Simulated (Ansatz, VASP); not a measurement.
**EuI3: VASP beside Ansatz**

File INCAR:

```
PREC     = Accurate       # precision mode
ENCUT    = 520            # plane-wave cutoff, eV
EDIFF    = 1E-6           # SCF threshold, eV
ISMEAR   = -1             # smearing method
SIGMA    = 0.05           # smearing width, eV
LREAL    = F              # projectors in reciprocal space
LASPH    = T              # aspherical terms in the spheres
NELM     = 150            # most SCF steps
ALGO     = Normal         # electronic algorithm
ISIF     = 2              # what is computed and relaxed
LWAVE    = F              # write WAVECAR
LCHARG   = F              # write CHGCAR
ISPIN    = 2              # spin polarisation
MAGMOM   = 7 0 0 0        # initial moments
LORBIT   = 11             # projections on sites
LMAXMIX  = 6              # l up to which the mixer works
GGA      = PE             # functional
NBANDS   = 31             # bands
```

Contents of KPOINTS:

```
Automatic mesh
0
Gamma
  6 6 6
```

The input POSCAR:

```
EuI3
1.0
    0.0000000000      3.6225526886      3.6225526886
    3.6225526886      0.0000000000      3.6225526886
    3.6225526886      3.6225526886      0.0000000000
Eu I
1 3
Direct
    0.0000000000      0.0000000000      0.0000000000
    0.5000000000      0.5000000000      0.5000000000
    0.2500000000      0.2500000000      0.2500000000
    0.7500000000      0.7500000000      0.7500000000
```

The input input.yaml:

```yaml
crystal:
  lattice:
    - [0.0, 3.6225526886, 3.6225526886]
    - [3.6225526886, 0.0, 3.6225526886]
    - [3.6225526886, 3.6225526886, 0.0]
  atoms:
    - { symbol: Eu, position: [0.0, 0.0, 0.0], spin: 7.0 }
    - { symbol: I, position: [0.5, 0.5, 0.5] }
    - { symbol: I, position: [0.25, 0.25, 0.25] }
    - { symbol: I, position: [0.75, 0.75, 0.75] }
hamiltonian:
  xc: pbe
  pseudopotentials: { kind: paw }
magnetization:
  spin_polarized: true
kpoints:
  mp_grid: { grid: [6, 6, 6] }
scf:
  occupations: { method: fermi_dirac, width: 0.05 }
output:
  forces: true
  stress: true
  eigenvalues: true
```

Alike in both runs: task single point; functional PBE; k mesh 6 × 6 × 6; occupations fermi-dirac, width 0.05 eV; collinear spin.

|  | VASP | Ansatz |
| --- | --- | --- |
| version | VASP 6.6.1 | Ansatz 0.2.0 |
| potentials or method | VASP PAW PBE potentials, release 64 (Eu, I) | Ansatz PAW |
| plane-wave cutoff (eV) | 520 | 420 |
| valence electrons in the cell | 38 | 68 |

Ansatz gave:

| Item | Value |
| --- | --- |
| gap on the k mesh at the Fermi level (eV) | none |
| net moment per atom (μB) | 1.54 |
| size of the moment on the site where the two differ most (μB) | 6.57 |

Q: Estimate VASP's values.

A: gap on the k mesh at the Fermi level (eV): none; net moment per atom (μB): 1.54; size of the moment on the site where the two differ most (μB): 6.39.

Site moments also hang on the region over which each program counts them. A gap of «none» marks a metal or a gap that the smearing closes. With one functional, cell and mesh, what is left measures potentials, basis and numerics. VASP's potentials hold 38 valence electrons a cell and Ansatz's 68, so a difference there can come from the potentials and not from the codes.

Neither program's run includes spin-orbit coupling.
